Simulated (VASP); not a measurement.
Write the native input for VASP 6.6.1 that does the following.

```yaml
Task: single point
Functional: PBE
Potentials_or_basis: VASP PAW PBE potentials, release 64 (Ge_d, Pt)
Cutoff: 520 eV
k_mesh: 8 × 8 × 6
Occupations: gaussian, width 0.1 eV
Spin: no spin polarisation
Dipole_correction: no
Further_INCAR_settings: ALGO = Normal; EDIFF = 1e-06; NBANDS = 49
```

The structure of Ge5Pt lies in POSCAR:

```
Ge5Pt
1.0
    4.4248433988      0.0000000000      0.0000000000
    0.0000000000      4.4248433988      0.0000000000
    0.0000000000      0.0000000000      6.2315607134
Ge Pt
5 1
Direct
    0.5000000000      0.5000000000      0.5000000000
    0.0000000000      0.5000000000      0.2344378499
    0.0000000000      0.5000000000      0.7655621501
    0.5000000000      0.0000000000      0.7655621501
    0.5000000000      0.0000000000      0.2344378499
    0.0000000000      0.0000000000      0.0000000000
```

These files were run (other wordings do the same):

INCAR

```
SYSTEM = Ge5Pt
ALGO = Normal
EDIFF = 1E-6
ENCUT = 520
GGA = PE
ISIF = 2
ISMEAR = 0
LASPH = .True.
LCHARG = .False.
LREAL = .False.
LWAVE = .False.
NBANDS = 49
NELM = 60
PREC = Accurate
SIGMA = 0.1
```

KPOINTS

```
k-points
0
Gamma
  8 8 6
  0 0 0
```

Potentials or basis: VASP PAW PBE potentials, release 64 (Ge_d, Pt).

Command:

```bash
$ cat potpaw_PBE.64/Ge_d/POTCAR potpaw_PBE.64/Pt/POTCAR > POTCAR
$ mpirun -np 1 vasp_std > vasp.out
```

Results of the run:

The pressure is 0.0 GPa and the band gap on the k mesh is zero (bands 40 and 41 overlap by 0.87 eV).

Caveat: spin-orbit coupling is left out, which moves the levels of the heavy elements.

Wall time 7.2 min on 1 thread of Intel Xeon 8259CL, with other jobs on the host, peak memory 0.43 GiB.
